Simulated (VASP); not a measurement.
# Br (Cmce) in VASP: notebook

Runs on Br. Level: r2SCAN. Tasks: single point.

Everything below comes from runs of VASP 6.6.1. Logs are shortened: lines on timing, memory, paths and dates and some standing lists are left out, and cuts for length are marked.

## Step 1: The cell of the first run

It takes space group Cmce (No. 64, orthorhombic). Conventional cell: a = 7.401 Å, b = 4.189 Å, c = 8.862 Å, α = 90.00°, β = 90.00°, γ = 90.00°. Br (site symmetry m) has 1 Br at 2.36 Å within 3.1 Å.

## Step 2: Single point, r2SCAN

File POSCAR:

```
Br
1.0
    3.7004259260     -2.0946699489      0.0000000000
    3.7004259260      2.0946699489      0.0000000000
    0.0000000000      0.0000000000      8.8619181757
Br
4
Direct
    0.8609171941      0.1390828059      0.1155405500
    0.1390828059      0.8609171941      0.8844594500
    0.3609171941      0.6390828059      0.3844594500
    0.6390828059      0.3609171941      0.6155405500
```

File INCAR.step1:

```
  ALGO = Normal
  EDIFF = 1E-4
  ENCUT = 520
  GGA = PE
  ISMEAR = 0
  LASPH = T
  LCHARG = F
  LREAL = F
  LWAVE = T
  NBANDS = 22
  NELM = 80
  PREC = Accurate
  SIGMA = 0.05
```

File INCAR.step2:

```
  ALGO = Normal
  EDIFF = 1E-6
  ENCUT = 520
  ISIF = 2
  ISMEAR = 0
  ISTART = 1
  LASPH = T
  LCHARG = T
  LELF = T
  LMIXTAU = T
  LREAL = F
  LVHAR = T
  LWAVE = F
  METAGGA = R2SCAN
  NBANDS = 22
  NELM = 80
  PREC = Accurate
  SIGMA = 0.05
```

File KPOINTS:

```
k-points
0
Gamma
  6 6 4
```

Potentials or basis: VASP PAW PBE potentials, release 64 (Br).

Command:

```
cat potpaw_PBE.64/Br/POTCAR > POTCAR
cp INCAR.step1 INCAR
mpirun -np 1 vasp_std > vasp.out
cp INCAR.step2 INCAR
mpirun -np 1 vasp_std > vasp.out
```

OUTCAR:

```text
EDIFF = 1E-6
   ENCUT = 520
   ISIF = 2
   ISMEAR = 0
   ISTART = 1
   LASPH = T
   LREAL = F
   METAGGA = R2SCAN
   NELM = 80
   PREC = Accurate

 ion  position               nearest neighbor table
   1  0.861  0.139  0.116-   2 2.36
   2  0.139  0.861  0.884-   1 2.36
   3  0.361  0.639  0.384-   4 2.36
   4  0.639  0.361  0.616-   3 2.36

  LATTYP: Found a base centered orthorhombic cell.
 ALAT       =     4.1893398978
 B/A-ratio  =     1.7665914040
 C/A-ratio  =     2.1153495281

  Lattice vectors:

 A1 = (  -3.7004259260,  -2.0946699489,   0.0000000000)
 A2 = (   3.7004259260,  -2.0946699489,   0.0000000000)
 A3 = (   0.0000000000,   0.0000000000,   8.8619181757)

Analysis of symmetry for initial positions (statically):
=====================================================================
 Subroutine PRICEL returns:
 Original cell was already a primitive cell.

 Routine SETGRP: Setting up the symmetry group for a
 base centered orthorhombic supercell.

 Subroutine GETGRP returns: Found  8 space group operations
 (whereof  4 operations were pure point group operations)
 out of a pool of  8 trial point group operations.

The static configuration has the point symmetry C_2h.
 The point group associated with its full space group is D_2h.

Analysis of symmetry for dynamics (positions and initial velocities):
=====================================================================
 Subroutine PRICEL returns:
 Original cell was already a primitive cell.

 Routine SETGRP: Setting up the symmetry group for a
 base centered orthorhombic supercell.

 Subroutine GETGRP returns: Found  8 space group operations
 (whereof  4 operations were pure point group operations)
 out of a pool of  8 trial point group operations.

The dynamic configuration has the point symmetry C_2h.
 The point group associated with its full space group is D_2h.

 Subroutine INISYM returns: Found  8 space group operations
 (whereof  4 operations are pure point group operations),
 and found     1 'primitive' translations

----------------------------------------------------------------------------------------

                                     Primitive cell
[... 84 lines left out ...]
   NGXF,Y,Z  is equivalent  to a cutoff of  25.02, 25.02, 26.26 a.u.
 SYSTEM =  unknown system
   PREC   = accura    normal or accurate (medium, high low for compatibility)
   ISTART =      1    job   : 0-new  1-cont  2-samecut
   ICHARG =      0    charge: 1-file 2-atom 10-const
   ISPIN  =      1    spin polarized calculation?
   LNONCOLLINEAR =      F non collinear calculations
   LSORBIT =      F    spin-orbit coupling
   LASPH  =      T    aspherical Exc in radial PAW
   ENCUT  =  520.0 eV  38.22 Ry    6.18 a.u.   7.91  7.91 16.48*2*pi/ulx,y,z
   NELM   =     80;   NELMIN=  2; NELMDL=  0     # of ELM steps
   EDIFF  = 0.1E-05   stopping-criterion for ELM
   LREAL  =      F    real-space projection
   EDIFFG = 0.1E-04   stopping-criterion for IOM
   NSW    =      0    number of steps for IOM
   IBRION =     -1    ionic relax: 0-MD 1-quasi-New 2-CG
   NFREE  =      0    steps in history (QN), initial steepest desc. (CG)
   ISIF   =      2    stress and relaxation
   ISYM   =      2    0-nonsym 1-usesym 2-fastsym
   POTIM  = 0.5000    time-step for ionic-motion
   TEBEG  =    0.0;   TEEND  =   0.0 temperature during run
   PSTRESS=    0.0 pullay stress
   NELECT =      28.0000    total number of electrons
   NUPDOWN=      -1.0000    fix difference up-down
   EMIN   =  10.00;   EMAX   =-10.00  energy-range for DOS
   EFERMI =   0.00;   METHOD = LEGACY
   ISMEAR =     0;   SIGMA  =   0.05  broadening in eV -4-tet -1-fermi 0-gaus
   EFERMI_NEDOS =   21; number of points for ismear=-14 and -15
   IALGO  =     38    algorithm
   IMIX   =      4    mixing-type and parameters
     AMIX     =   0.40;   BMIX     =  1.00
     AMIX_MAG =   1.60;   BMIX_MAG =  1.00
  volume/ion in A,a.u.               =      34.35       231.77
  Fermi-wavevector in a.u.,A,eV,Ry     =   0.963428  1.820614 12.628833  0.928193
  Thomas-Fermi vector in A             =   2.092972
   LORBIT       =      0    0 simple, 1 ext, 2 COOP (PROOUT), +10 PAW based schemes
   METAGGA = R2SCAN    functional components
   LHFCALC =     F    Hartree Fock is set to
   AEXX    =    0.0000 exact exchange contribution
   IVDW    =     0    specifies the selected vdW correction
   LEPSILON=     F    determine dielectric tensor
   LRPA    =     F    only Hartree local field effects (RPA)
 non-spin polarized calculation
 Gauss-broadening in eV      SIGMA  =   0.05
  energy-cutoff  :      520.00
  volume of cell :      137.38
 maximum number of plane-waves:      3722
   NGX = 15   NGY = 15   NGZ = 33

 number of electron      28.0000004 magnetization

 Free energy of the ion-electron system (eV)
  ---------------------------------------------------
  ext. energy  EPLUGINS =         0.00000000
  ---------------------------------------------------
  free energy    TOTEN  =       -53.02301178 eV

  energy without entropy =      -53.02301178  energy(sigma->0) =      -53.02301178

 E-fermi :  -0.4463     XC(G=0):  -8.2112

 val. band max:       -0.6924670720   @ k =   0.0000   0.0000   0.0000
 cond. band min:       0.8852672257   @ k =   0.0000   0.0000   0.0000
 fundamental gap:      1.5777342977
 Fermi energy:        -0.4463399520

 k-point     1 :       0.0000    0.0000    0.0000
  band No.  band energies     occupation
      1     -17.1374      2.00000
      2     -16.6384      2.00000
      3     -14.6565      2.00000
      4     -13.6515      2.00000
      5      -5.9412      2.00000
      6      -4.4478      2.00000
[... 589 lines left out ...]
     21       9.2502      0.00000
     22       9.3431      0.00000

 [... further k-points ...]
[... 5 lines left out ...]
  --------------------------------------------------------------------------------------
  -------------------------------------------------------------------------------------
  Total       -0.2737023     -0.1139836     -0.3537561      0.0000000     -0.0000000      0.0000000
  in kB       -3.1920078     -1.3293155     -4.1256229      0.0000000     -0.0000000      0.0000000
  external PRESSURE =      -2.8823154 kB  Pullay stress =       0.0000000 kB

 VOLUME and BASIS-vectors are now :
 -----------------------------------------------------------------------------
  energy-cutoff  :      520.00
  volume of cell :      137.38
      direct lattice vectors                 reciprocal lattice vectors
     3.700425926 -2.094669949  0.000000000     0.135119581 -0.238701090  0.000000000
     3.700425926  2.094669949  0.000000000     0.135119581  0.238701090  0.000000000
     0.000000000  0.000000000  8.861918176     0.000000000  0.000000000  0.112842387

 POSITION                                       TOTAL-FORCE (eV/Angst)
 -----------------------------------------------------------------------------------
      3.70043     -1.51200      1.02391         0.000000     -0.031855     -0.016045
      3.70043      1.51200      7.83801         0.000000      0.031855      0.016045
      3.70043      0.58267      3.40705         0.000000     -0.031855      0.016045
      3.70043     -0.58267      5.45487         0.000000      0.031855     -0.016045
 -----------------------------------------------------------------------------------
    total drift:                                0.000000      0.000000     -0.000000

  FREE ENERGIE OF THE ION-ELECTRON SYSTEM (eV)
  ---------------------------------------------------
  free  energy   TOTEN  =       -53.0230117787 eV

  energy  without entropy=      -53.0230117787  energy(sigma->0) =      -53.02301178
```

OSZICAR.step1:

```text
N       E                     dE             d eps       ncg     rms          rms(c)
DAV:   1     0.176864685385E+03    0.17686E+03   -0.11431E+04  1716   0.106E+03
DAV:   2     0.715797678011E+01   -0.16971E+03   -0.16419E+03  2436   0.183E+02
DAV:   3    -0.674718076017E+01   -0.13905E+02   -0.13850E+02  2164   0.595E+01
DAV:   4    -0.689797661678E+01   -0.15080E+00   -0.15074E+00  2156   0.739E+00
DAV:   5    -0.689921232555E+01   -0.12357E-02   -0.12356E-02  2168   0.667E-01    0.107E+01
DAV:   6    -0.662155703392E+01    0.27766E+00   -0.19638E-01  2076   0.227E+00    0.699E+00
DAV:   7    -0.652867955200E+01    0.92877E-01   -0.44254E-01  2022   0.337E+00    0.585E-01
DAV:   8    -0.652026974435E+01    0.84098E-02   -0.50033E-02  1914   0.116E+00    0.287E-01
DAV:   9    -0.652032098328E+01   -0.51239E-04   -0.93634E-04  2118   0.186E-01
   1 F= -.65203210E+01 E0= -.65203210E+01  d E =-.444913E-12
```

It took 2.9 min on 1 thread of Intel Xeon 6975P-C (Granite Rapids), shared host; peak memory 0.32 GiB.

What came out:

* Free energy: -53.0230 eV
* Pressure: -0.3 GPa
* Largest force: 0.036 eV/Å
* Band gap on the k mesh: 1.58 eV, direct

Forces on the atoms (eV/Å):
```
Br   0.000 -0.032 -0.016
Br   0.000  0.032  0.016
Br   0.000 -0.032  0.016
Br   0.000  0.032 -0.016
```

Levels at points of the mesh, in eV from the valence-band top:
| k point | band 12 | band 13 | band 14 | band 15 | band 16 | band 17 |
| --- | --- | --- | --- | --- | --- | --- |
| (0.00, 0.00, 0.00) | -0.51 | -0.48 | 0.00 | 1.58 | 2.69 | 6.25 |
| (0.50, 0.00, 0.00) | -1.24 | -0.60 | -0.60 | 2.61 | 2.61 | 7.42 |
| (0.50, 0.50, 0.00) | -1.33 | -0.57 | -0.26 | 1.61 | 2.55 | 7.65 |
| (0.00, 0.00, 0.50) | -1.04 | -0.21 | -0.21 | 2.05 | 2.05 | 6.81 |
| (0.50, 0.00, 0.50) | -0.74 | -0.16 | -0.16 | 2.07 | 2.07 | 7.73 |
| (0.50, 0.50, 0.50) | -1.12 | -0.88 | -0.88 | 2.02 | 2.02 | 8.54 |

Caveat: the PAW data sets were made with another functional, which shifts forces and pressure a little.

## Step 3: Single point, r2SCAN

This run uses another cell than the first one, of 40.17 Å³/atom, 1.170 times its volume.

File POSCAR:

```
Br
1.0
    4.1981101607     -2.1470948104      0.0000000000
    4.1981101607      2.1470948104      0.0000000000
    0.0000000000      0.0000000000      8.9129995688
Br
4
Direct
    0.8663764467      0.1336235533      0.1149431167
    0.1336235533      0.8663764467      0.8850568833
    0.3663764467      0.6336235533      0.3850568833
    0.6336235533      0.3663764467      0.6149431167
```

File INCAR.step1:

```
SYSTEM = Br
PREC = Accurate
ENCUT = 520
ISMEAR = 0
SIGMA = 0.05
LREAL = .False.
LASPH = .True.
NELM = 60
NBANDS = 22
GGA = PE
ALGO = Normal
EDIFF = 1E-4
LWAVE = .True.
LCHARG = .False.
```

File INCAR.step2:

```
SYSTEM = Br
PREC = Accurate
ENCUT = 520
EDIFF = 1E-6
ISMEAR = 0
SIGMA = 0.05
LREAL = .False.
LASPH = .True.
NELM = 60
ALGO = Normal
ISIF = 2
LWAVE = .False.
LCHARG = .True.
METAGGA = R2SCAN
LMIXTAU = .True.
LELF = .True.
LVHAR = .True.
NBANDS = 22
ISTART = 1
```

File KPOINTS:

```
regular mesh
0
Gamma
  6 6 4
  0 0 0
```

Potentials or basis: VASP PAW PBE potentials, release 64 (Br).

Command:

```
cat potpaw_PBE.64/Br/POTCAR > POTCAR
cp INCAR.step1 INCAR
mpirun -np 1 vasp_std > vasp.out
cp INCAR.step2 INCAR
mpirun -np 1 vasp_std > vasp.out
```

It took 3.6 min on 1 thread of Intel Xeon 6975P-C (Granite Rapids), shared host; peak memory 0.36 GiB.

Results (log left out):

```
Free energy            : -52.9548 eV
Pressure               : -0.5 GPa
Largest force          : 0.008 eV/Å
Band gap on the k mesh : 1.68 eV, direct
```

Forces in eV/Å, atoms in the order of the input:
```
Br   0.000 -0.007  0.002
Br   0.000  0.007 -0.002
Br   0.000 -0.007 -0.002
Br   0.000  0.007  0.002
```

Levels at points of the mesh, in eV from the valence-band top:
| k point | band 11 | band 12 | band 13 | band 14 | band 15 | band 16 | band 17 | band 18 |
| --- | --- | --- | --- | --- | --- | --- | --- | --- |
| (0.00, 0.00, 0.00) | -1.13 | -0.63 | -0.38 | 0.00 | 1.68 | 2.69 | 5.92 | 6.94 |
| (0.50, 0.00, 0.00) | -1.00 | -1.00 | -0.54 | -0.54 | 2.64 | 2.64 | 7.50 | 7.50 |
| (0.50, 0.50, 0.00) | -1.25 | -1.17 | -0.40 | -0.11 | 1.72 | 2.64 | 7.93 | 8.30 |
| (0.00, 0.00, 0.50) | -0.92 | -0.92 | -0.28 | -0.28 | 2.12 | 2.12 | 6.49 | 6.49 |
| (0.50, 0.00, 0.50) | -0.58 | -0.58 | -0.16 | -0.16 | 2.19 | 2.19 | 7.74 | 7.74 |
| (0.50, 0.50, 0.50) | -0.94 | -0.94 | -0.61 | -0.61 | 2.13 | 2.13 | 8.70 | 8.70 |

Caveat: the PAW data sets were made with another functional, which shifts forces and pressure a little.
